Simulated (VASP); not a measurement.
A run of VASP 6.6.1 is set up as follows.

The input POSCAR:

```
BeB15N15
1.0
   -3.6241103844      3.6241103844     -3.6241103844
    3.6241103844      3.6241103844      3.6241103844
    3.6241103844     -3.6241103844     -3.6241103844
B Be N
15 1 15
Direct
    0.0007230840     -0.0013911302     -0.0580701486
    0.0054685876      0.2520473403      0.7461810319
    0.0054768392      0.4962593213      0.5019861473
    0.0007224056      0.6919951890      0.2485362962
    0.2541647241      0.0033516900      0.7461851100
    0.2541676875      0.4962533843      0.2532893083
    0.2427476426      0.7465371178     -0.0035263869
    0.4983679018      0.0033541604      0.5019825226
    0.4983614007      0.2520466493      0.2532843568
    0.5009628994      0.4988495278      0.0048467296
    0.5009695966      0.7549238415      0.7487839166
    0.6941169625     -0.0013898149      0.2485381506
    0.7486586716      0.2406317664     -0.0035248347
    0.7570335216      0.4988503205      0.7487789610
    0.7486561021      0.7465381001      0.4905602795
    0.2978627859      0.2957478271      0.5456798832
    0.0000091842      0.2455592563      0.0014939186
    0.0048303528      0.5004592961      0.7503954395
    0.0000097160      0.7515537735      0.4954921287
    0.2476723910     -0.0021101888      0.0014902622
    0.2511311982      0.2490146091      0.7621634349
    0.2511466712      0.5122515763      0.4989600789
    0.2476742808      0.7515598578      0.2478267254
    0.5025830210      0.0027202158      0.7504000535
    0.5143503164      0.2490193823      0.4989511196
    0.5025794627      0.5004609275      0.2526439156
    0.5038665495      0.7518145473      0.0017481975
    0.7536754894     -0.0021089323      0.4954883936
    0.7536838468      0.2455575342      0.2478269665
    0.7539305000      0.5017630895      0.0017466238
    0.7539322862      0.7518155548      0.7516852645
```

File INCAR.step1:

```
PREC     = Accurate       # precision mode
ENCUT    = 520            # plane-wave cutoff, eV
EDIFF    = 1E-5           # SCF threshold, eV
ISMEAR   = -1             # smearing method
SIGMA    = 0.01           # smearing width, eV
LREAL    = Auto         
LASPH    = True           # aspherical terms in the spheres
NELM     = 80             # most SCF steps
ALGO     = Normal         # electronic algorithm
ISIF     = 2              # what is computed and relaxed
LWAVE    = True           # write WAVECAR
LCHARG   = False          # write CHGCAR
GGA      = PE             # functional
NELECT   = 120.0        
NBANDS   = 82             # bands
```

INCAR.step2

```
PREC     = Accurate       # precision mode
ENCUT    = 520            # plane-wave cutoff, eV
EDIFF    = 1E-7           # SCF threshold, eV
ISMEAR   = -1             # smearing method
SIGMA    = 0.01           # smearing width, eV
LREAL    = Auto         
LASPH    = True           # aspherical terms in the spheres
NELM     = 80             # most SCF steps
ALGO     = Normal         # electronic algorithm
ISIF     = 2              # what is computed and relaxed
LWAVE    = False          # write WAVECAR
LCHARG   = False          # write CHGCAR
GGA      = PE             # functional
LHFCALC  = True           # exact exchange
HFSCREEN = 0.2079         # screening, 1/A
PRECFOCK = Fast         
ISTART   = 1            
NELECT   = 120.0        
NBANDS   = 82             # bands
```

KPOINTS

```
Automatic mesh
0
Gamma
  1 1 1
  0.25 0.25 0.25
```

Potentials or basis: VASP PAW PBE potentials, release 64 (B, Be, N).

The run is started by

```bash
$ cat potpaw_PBE.64/B/POTCAR potpaw_PBE.64/Be/POTCAR potpaw_PBE.64/N/POTCAR > POTCAR
$ cp INCAR.step1 INCAR
$ mpirun -np 1 vasp_std > vasp.out
$ cp INCAR.step2 INCAR
$ mpirun -np 1 vasp_std > vasp.out
```

Task: Predict the largest force.

Result: 0.128 eV/Å.

Forces on the atoms (eV/Å):
```
B   -0.074  0.073  0.073
B    0.041 -0.010 -0.004
B    0.041  0.003  0.010
B   -0.074 -0.074 -0.074
B    0.003 -0.009 -0.041
B    0.003  0.041  0.010
B   -0.018 -0.003  0.003
B   -0.009  0.003 -0.041
B   -0.010  0.041 -0.004
B    0.015 -0.018 -0.014
B    0.014  0.014  0.017
B    0.073 -0.074  0.073
B   -0.003 -0.003  0.019
B   -0.018  0.015 -0.014
B   -0.003 -0.018  0.003
Be   0.051  0.051 -0.049
N   -0.054  0.029  0.026
N   -0.002 -0.007  0.007
N   -0.054 -0.025 -0.029
N   -0.025  0.029  0.054
N    0.025  0.016 -0.025
N    0.024  0.024 -0.016
N   -0.025 -0.054 -0.029
N   -0.007 -0.007  0.003
N    0.016  0.025 -0.025
N   -0.007 -0.002  0.007
N    0.063 -0.023  0.023
N    0.029 -0.025  0.054
N    0.029 -0.054  0.026
N   -0.024 -0.024 -0.064
N   -0.023  0.063  0.023
```

Caveat: the k points lie up to 1.23 Å⁻¹ apart; the cell carries a net charge on a neutralising background, which shifts energy and pressure; the PAW data sets were made with another functional, which shifts forces and pressure a little.
